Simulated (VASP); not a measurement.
# PbSe (Cmcm) in VASP: a series of runs, part 2 of 2

VASP 6.6.1. The steps go on from the part before.

## (3) Single point, PBE+D3(BJ) (strain -0.030 along x and y, +0.030 along z)

INCAR

```
  PREC = Accurate
  ENCUT = 520
  EDIFF = 1E-7
  ISMEAR = 0
  SIGMA = 0.05
  LREAL = False
  LASPH = True
  NELM = 60
  ALGO = Normal
  ISIF = 2
  LWAVE = False
  LCHARG = False
  GGA = PE
  IVDW = 12
  NBANDS = 28
```

KPOINTS

```
regular mesh
0
Gamma
  8 8 6
```

POSCAR

```
PbSe
1.0
    2.0902302923     -5.9499289295      0.0000000000
    2.0902302923      5.9499289295      0.0000000000
    0.0000000000      0.0000000000      4.5840083771
Pb Se
2 2
Direct
    0.6317607300      0.3682392700      0.7500000000
    0.3682392700      0.6317607300      0.2500000000
    0.8612899600      0.1387100400      0.7500000000
    0.1387100400      0.8612899600      0.2500000000
```

Potentials or basis: VASP PAW PBE potentials, release 64 (Pb_d, Se).

Launch:

```console
> cat potpaw_PBE.64/Pb_d/POTCAR potpaw_PBE.64/Se/POTCAR > POTCAR
> mpirun -np 1 vasp_std > vasp.out
```

OUTCAR:

```text
PREC = Accurate
   ENCUT = 520
   EDIFF = 1E-7
   ISMEAR = 0
   LREAL = False
   LASPH = True
   NELM = 60
   ISIF = 2
   GGA = PE
   IVDW = 12
 IVDW          = 12

 ion  position               nearest neighbor table
   1  0.632  0.368  0.750-   3 2.73   4 3.10   4 3.10   4 3.10   4 3.10   2 3.88   2 3.88
   2  0.368  0.632  0.250-   4 2.73   3 3.10   3 3.10   3 3.10   3 3.10   1 3.88   1 3.88
   3  0.861  0.139  0.750-   1 2.73   2 3.10   2 3.10   2 3.10   2 3.10
   4  0.139  0.861  0.250-   2 2.73   1 3.10   1 3.10   1 3.10   1 3.10

  LATTYP: Found a base centered orthorhombic cell.
 ALAT       =     4.1804605846
 B/A-ratio  =     2.8465422932
 C/A-ratio  =     1.0965318975

  Lattice vectors:

 A1 = (   2.0902302923,  -5.9499289295,   0.0000000000)
 A2 = (   2.0902302923,   5.9499289295,   0.0000000000)
 A3 = (   0.0000000000,   0.0000000000,   4.5840083771)

Analysis of symmetry for initial positions (statically):
=====================================================================
 Subroutine PRICEL returns:
 Original cell was already a primitive cell.

 Routine SETGRP: Setting up the symmetry group for a
[... 175 lines left out ...]

 val. band max:        4.5769676199   @ k =   0.0000   0.0000   0.5000
 cond. band min:       5.5517116143   @ k =   0.2500   0.1250   0.0000
 fundamental gap:      0.9747439944
 Fermi energy:         4.7885779099

 k-point     1 :       0.0000    0.0000    0.0000
  band No.  band energies     occupation
      1     -11.9233      2.00000
      2     -11.8359      2.00000
      3     -11.8217      2.00000
      4     -11.8054      2.00000
      5     -11.7932      2.00000
      6     -11.7838      2.00000
[... 733 lines left out ...]
     27      11.7910      0.00000
     28      12.2657      0.00000

 [... further k-points ...]

------------------------ aborting loop because EDIFF is reached ----------------------------------------

 Edisp (eV)   -1.48675

 E8    (eV) :    -0.6946

  FORCE on cell =-STRESS in cart. coord.  units (eV):
  Direction    XX          YY          ZZ          XY          YZ          ZX
  --------------------------------------------------------------------------------------
  -------------------------------------------------------------------------------------
  Total       0.26933     2.11330    -1.08436     0.00000    -0.00000     0.00000
  in kB       3.78450    29.69554   -15.23705     0.00000    -0.00000     0.00000
  external pressure =        6.08 kB  Pullay stress =        0.00 kB

 VOLUME and BASIS-vectors are now :
 -----------------------------------------------------------------------------
  energy-cutoff  :      520.00
  volume of cell :      114.02
      direct lattice vectors                 reciprocal lattice vectors
     2.090230292 -5.949928930  0.000000000     0.239208092 -0.084034617  0.000000000
     2.090230292  5.949928930  0.000000000     0.239208092  0.084034617  0.000000000
     0.000000000  0.000000000  4.584008377     0.000000000  0.000000000  0.218149689

 POSITION                                       TOTAL-FORCE (eV/Angst)
 -----------------------------------------------------------------------------------
      2.09023     -1.56793      3.43801         0.000000      0.515165      0.000000
      2.09023      1.56793      1.14600         0.000000     -0.515165     -0.000000
      2.09023     -4.29930      3.43801         0.000000     -0.538240     -0.000000
      2.09023      4.29930      1.14600         0.000000      0.538240      0.000000
 -----------------------------------------------------------------------------------
    total drift:                                0.000000     -0.000000     -0.000000

  FREE ENERGIE OF THE ION-ELECTRON SYSTEM (eV)
  ---------------------------------------------------
  free  energy   TOTEN  =       -17.5869341955 eV

  energy  without entropy=      -17.5869341955  energy(sigma->0) =      -17.58693420
```

OSZICAR:

```text
N       E                     dE             d eps       ncg     rms          rms(c)
DAV:   1     0.411760898282E+03    0.41176E+03   -0.18721E+04  4704   0.150E+03
DAV:   2     0.278028028806E+02   -0.38396E+03   -0.37340E+03  4748   0.395E+02
DAV:   3    -0.148163619023E+02   -0.42619E+02   -0.41571E+02  6116   0.149E+02
DAV:   4    -0.166495730444E+02   -0.18332E+01   -0.18270E+01  5516   0.326E+01
DAV:   5    -0.167118162757E+02   -0.62243E-01   -0.62238E-01  6048   0.650E+00    0.409E+00
DAV:   6    -0.161051143107E+02    0.60670E+00   -0.13094E+00  6536   0.766E+00    0.228E+00
DAV:   7    -0.160975553750E+02    0.75589E-02   -0.35241E-01  6124   0.254E+00    0.131E+00
DAV:   8    -0.161031582263E+02   -0.56029E-02   -0.50814E-02  6192   0.198E+00    0.306E-01
DAV:   9    -0.160999739967E+02    0.31842E-02   -0.12199E-02  6512   0.969E-01    0.680E-02
DAV:  10    -0.161001671668E+02   -0.19317E-03   -0.11100E-03  5112   0.154E-01    0.321E-02
DAV:  11    -0.161001883384E+02   -0.21172E-04   -0.10383E-04  6864   0.724E-02    0.105E-02
DAV:  12    -0.161001881721E+02    0.16632E-06   -0.12100E-05  5428   0.203E-02    0.277E-03
DAV:  13    -0.161001878690E+02    0.30306E-06   -0.16969E-06  5416   0.114E-02    0.910E-04
DAV:  14    -0.161001879066E+02   -0.37577E-07   -0.20137E-07  4096   0.360E-03
   1 F= -.17586934E+02 E0= -.17586934E+02  d E =-.290106E-11
```

stdout:

```text
POSCAR found type information on POSCAR PbSe
 POSCAR found :  2 types and       4 ions
 scaLAPACK will be used
 LDA part: xc-table for (Slater+PW92), standard interpolation
 POSCAR, INCAR and KPOINTS ok, starting setup
 FFT: planning ... GRIDC
 FFT: planning ... GRID_SOFT
 FFT: planning ... GRID
 WAVECAR not read
 entering main loop
```

It took 4.4 min on 1 thread of Intel Xeon Platinum 8488C (Sapphire Rapids), shared host; peak memory 0.44 GiB.

Results:

```yaml
Free_energy: -17.5869 eV
Pressure: 0.6 GPa
Largest_force: 0.538 eV/Å
Band_gap_on_the_k_mesh: 0.97 eV (least direct gap 1.10 eV)
Dispersion_energy_per_atom: -0.372 eV
```

Forces on the atoms (eV/Å):
```
Pb   0.000  0.515  0.000
Pb   0.000 -0.515  0.000
Se   0.000 -0.538  0.000
Se   0.000  0.538  0.000
```

Stress tensor (GPa, compression positive):
```
 0.38  0.00  0.00
 0.00  2.97  0.00
 0.00  0.00 -1.52
```

Levels at points of the mesh, in eV from the valence-band top:
| k point | band 18 | band 19 | band 20 | band 21 | band 22 | band 23 |
| --- | --- | --- | --- | --- | --- | --- |
| (0.00, 0.00, 0.00) | -1.45 | -1.31 | -0.62 | 4.56 | 4.58 | 4.74 |
| (0.50, 0.00, 0.00) | -1.12 | -0.78 | -0.53 | 1.35 | 1.44 | 1.64 |
| (0.50, 0.50, 0.00) | -1.56 | -0.83 | -0.44 | 1.30 | 4.20 | 4.43 |
| (0.00, 0.00, 0.50) | -0.80 | 0.00 | 0.00 | 1.79 | 1.79 | 2.58 |
| (0.50, 0.00, 0.50) | -3.09 | -1.25 | -1.25 | 3.37 | 3.37 | 5.12 |
| (0.50, 0.50, 0.50) | -0.96 | -0.34 | -0.34 | 1.54 | 1.54 | 3.14 |

Caveat: the cell differs from its parent crystal (strain -0.030 along x and y, +0.030 along z); spin-orbit coupling is left out, which moves the levels of the heavy elements. A k mesh can miss the band edges.

## (4) Single point, PBE+D3(BJ) (strain +0.000 along x and y, -0.030 along z)

INCAR

```
SYSTEM = PbSe
  ALGO = Normal
  EDIFF = 1E-7
  ENCUT = 520
  GGA = PE
  ISIF = 2
  ISMEAR = 0
  IVDW = 12
  LASPH = .True.
  LCHARG = .False.
  LREAL = .False.
  LWAVE = .False.
  NBANDS = 28
  NELM = 80
  PREC = Accurate
  SIGMA = 0.05
```

KPOINTS

```
k-points
0
Gamma
  8 8 6
  0 0 0
```

POSCAR

```
PbSe
1.0
    2.1548765900     -6.1339473500      0.0000000000
    2.1548765900      6.1339473500      0.0000000000
    0.0000000000      0.0000000000      4.3169787629
Pb Se
2 2
Direct
    0.6317607300      0.3682392700      0.7500000000
    0.3682392700      0.6317607300      0.2500000000
    0.8612899600      0.1387100400      0.7500000000
    0.1387100400      0.8612899600      0.2500000000
```

Launch:

```console
> cat potpaw_PBE.64/Pb_d/POTCAR potpaw_PBE.64/Se/POTCAR > POTCAR
> mpirun -np 1 vasp_std > vasp.out
```

Wall time 3.5 min (1 thread of Intel Xeon Platinum 8488C (Sapphire Rapids), shared host); peak memory 0.41 GiB.

It converged, with:

```
Free energy                : -17.6251 eV
Pressure                   : 0.6 GPa
Largest force              : 0.157 eV/Å
Band gap on the k mesh     : 0.83 eV (least direct gap 1.17 eV)
Dispersion energy per atom : -0.371 eV
```

Forces in eV/Å, atoms in the order of the input:
```
Pb   0.000  0.157  0.000
Pb   0.000 -0.157  0.000
Se   0.000 -0.132  0.000
Se   0.000  0.132  0.000
```

Stress tensor (GPa, compression positive):
```
 0.54  0.00  0.00
 0.00 -0.36  0.00
 0.00  0.00  1.50
```

Levels at points of the mesh, in eV from the valence-band top:
```tsv
k point	band 17	band 18	band 19	band 20	band 21	band 22	band 23	band 24
(0.00, 0.00, 0.00)	-2.52	-1.90	-1.41	-0.44	4.30	4.33	4.79	5.24
(0.50, 0.00, 0.00)	-1.27	-1.00	-0.38	-0.20	1.57	1.66	1.90	2.54
(0.50, 0.50, 0.00)	-1.98	-1.90	-1.44	-0.80	0.97	4.37	4.46	4.48
(0.00, 0.00, 0.50)	-1.11	-1.11	-0.14	-0.14	1.31	1.31	2.17	2.17
(0.50, 0.00, 0.50)	-3.34	-3.34	-1.47	-1.47	3.01	3.01	5.60	5.60
(0.50, 0.50, 0.50)	-1.16	-1.16	-0.55	-0.55	1.21	1.21	2.62	2.62
```

Caveat: the cell differs from its parent crystal (strain +0.000 along x and y, -0.030 along z); spin-orbit coupling is left out, which moves the levels of the heavy elements.

## (5) Summary

```tsv
cell	gap on the mesh (eV)	pressure (GPa)	largest force (eV/Å)
a = 6.306, b = 6.306, c = 4.450 Å, angles 90.0, 90.0, 141.3°, 4 atoms	1.02	2.2	0.58
a = 6.306, b = 6.306, c = 4.584 Å, angles 90.0, 90.0, 141.3°, 4 atoms	0.97	0.6	0.54
a = 6.501, b = 6.501, c = 4.317 Å, angles 90.0, 90.0, 141.3°, 4 atoms	0.83	0.6	0.16
```

Alike in all rows: task single point; level PBE+D3(BJ); potentials or basis VASP PAW PBE potentials, release 64 (Pb_d, Se); no spin polarisation; k mesh 8 × 8 × 6; cutoff (eV) 520; smearing gaussian 0.05 eV.

Caveats: spin-orbit coupling is left out, which moves the levels of the heavy elements.

Total energies depend on the potentials used, so only differences within one code and one set of settings carry meaning.
